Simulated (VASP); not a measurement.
Write the native input for VASP 6.6.1 that does the following.

```
Task                   : single point
Functional             : PBE
Potentials or basis    : VASP PAW PBE potentials, release 64 (Cu)
Cutoff                 : 520 eV
k mesh                 : 3 × 3 × 3
Occupations            : methfessel-paxton, width 0.2 eV
Spin                   : no spin polarisation
Dipole correction      : no
Further INCAR settings : LREAL = Auto; ALGO = Normal; EDIFF = 1e-06; NBANDS = 198
```

The structure of Cu lies in POSCAR:

```
Cu
1.0
    7.2298000000      0.0000000000      0.0000000000
    0.0000000000      7.2298000000      0.0000000000
    0.0000000000      0.0000000000      7.2298000000
Cu
32
Direct
    0.0000000000      0.0000000000      0.0000000000
    0.0000000000      0.2500000000      0.2500000000
    0.2500000000      0.0000000000      0.2500000000
    0.2500000000      0.2500000000      0.0000000000
    0.0000000000      0.0000000000      0.5000000000
    0.0000000000      0.2500000000      0.7500000000
    0.2500000000      0.0000000000      0.7500000000
    0.2500000000      0.2500000000      0.5000000000
    0.0000000000      0.5000000000      0.0000000000
    0.0000000000      0.7500000000      0.2500000000
    0.2500000000      0.5000000000      0.2500000000
    0.2500000000      0.7500000000      0.0000000000
    0.0000000000      0.5000000000      0.5000000000
    0.0000000000      0.7500000000      0.7500000000
    0.2500000000      0.5000000000      0.7500000000
    0.2500000000      0.7500000000      0.5000000000
    0.5000000000      0.0000000000      0.0000000000
    0.5000000000      0.2500000000      0.2500000000
    0.7500000000      0.0000000000      0.2500000000
    0.7500000000      0.2500000000      0.0000000000
    0.5000000000      0.0000000000      0.5000000000
    0.5000000000      0.2500000000      0.7500000000
    0.7500000000      0.0000000000      0.7500000000
    0.7500000000      0.2500000000      0.5000000000
    0.5000000000      0.5000000000      0.0000000000
    0.5000000000      0.7500000000      0.2500000000
    0.7500000000      0.5000000000      0.2500000000
    0.7500000000      0.7500000000      0.0000000000
    0.5000000000      0.5000000000      0.5000000000
    0.5000000000      0.7500000000      0.7500000000
    0.7500000000      0.5000000000      0.7500000000
    0.7500000000      0.7500000000      0.5000000000
```

One way to write it, as run:

INCAR

```
  ALGO = Normal
  EDIFF = 1E-6
  ENCUT = 520
  GGA = PE
  ISIF = 2
  ISMEAR = 1
  LASPH = True
  LCHARG = True
  LELF = True
  LREAL = Auto
  LVHAR = True
  LWAVE = False
  NBANDS = 198
  NELM = 80
  PREC = Accurate
  SIGMA = 0.2
```

KPOINTS

```
k-points
0
Gamma
  3 3 3
```

Potentials or basis: VASP PAW PBE potentials, release 64 (Cu).

Run with:

```bash
$ cat potpaw_PBE.64/Cu/POTCAR > POTCAR
$ mpirun -np 1 vasp_std > vasp.out
```

Results of the run:

| Quantity | Value |
| --- | --- |
| Pressure | 2.5 GPa |
| Band gap on the k mesh | zero (bands 176 and 177 overlap by 0.42 eV) |

Wall time 19 min on 1 thread of Intel Xeon 8259CL (shared host), peak memory 0.51 GiB.
